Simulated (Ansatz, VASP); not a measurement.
One calculation of Os, two programs

Contents of INCAR:

```
SYSTEM = Os
  PREC = Accurate
  ENCUT = 600
  EDIFF = 1E-6
  ISMEAR = 0
  SIGMA = 0.1
  LREAL = .FALSE.
  LASPH = .TRUE.
  NELM = 60
  ALGO = Fast
  ISIF = 3
  LWAVE = .FALSE.
  LCHARG = .FALSE.
  GGA = PE
  IBRION = 2
  NSW = 90
  EDIFFG = -0.04
```

File KPOINTS:

```
regular mesh
0
G
  6 6 6
  0 0 0
```

File POSCAR:

```
Os
1.0
    4.5266420120      0.0000000000      0.0000000000
   -2.2633210060      3.9201869762      0.0000000000
    0.0000000000      0.0000000000      2.7750283639
Os
3
Direct
    0.0000000000      0.0000000000      0.0000000000
    0.3333333333      0.6666666667      0.5000000000
    0.6666666667      0.3333333333      0.5000000000
```

Input for Ansatz:

```yaml
crystal:
  lattice:
    - [4.526642012, 0.0, 0.0]
    - [-2.263321006, 3.9201869762, 0.0]
    - [0.0, 0.0, 2.7750283639]
  atoms:
    - { symbol: Os, position: [0.0, 0.0, 0.0] }
    - { symbol: Os, position: [0.3333333333, 0.6666666667, 0.5] }
    - { symbol: Os, position: [0.6666666667, 0.3333333333, 0.5] }
basis:
  ecutwfc: 420
kpoints:
  mp_grid: { grid: [6, 6, 6] }
hamiltonian:
  xc: pbe
scf:
  occupations: { method: gaussian, width: 0.1 }
  lower_state_search: "off"
output:
  forces: true
  stress: true
  eigenvalues: true
relax:
  adjacent_minimum: "off"
  f_tol: 0.04
  max_steps: 70
  cell: { stress_tol: 0.4 }
```

Alike in both runs: task relaxation of cell and atoms; functional PBE; k mesh 6 × 6 × 6; occupations gaussian, width 0.1 eV; no spin polarisation.

|  | VASP | Ansatz |
| --- | --- | --- |
| version | VASP 6.6.1 | Ansatz 0.2.0 |
| potentials or method | VASP PAW PBE potentials, release 64 (Os), cutoff 600 eV | scalar-relativistic, plane waves, PAW |
| valence electrons in the cell | 24 | 48 |

Ansatz gave:

```
gap on the k mesh at the Fermi level, each at its own relaxed structure (eV) : none
relaxed volume (Å³/atom)                                                     : 14.71
relaxed length of the cell vector where the two differ most in proportion (Å)              : 2.726
```

Estimate VASP's values.

gap on the k mesh at the Fermi level, each at its own relaxed structure (eV): none; relaxed volume (Å³/atom): 14.71; relaxed length of the cell vector where the two differ most in proportion (Å): 2.728.

A gap of «none» marks a metal or a gap that the smearing closes. VASP's potentials hold 24 valence electrons a cell and Ansatz's 48, so a difference there can come from the potentials and not from the codes.

The k mesh is coarse, so the values compare programs but aren't converged. Spin-orbit coupling is off throughout.
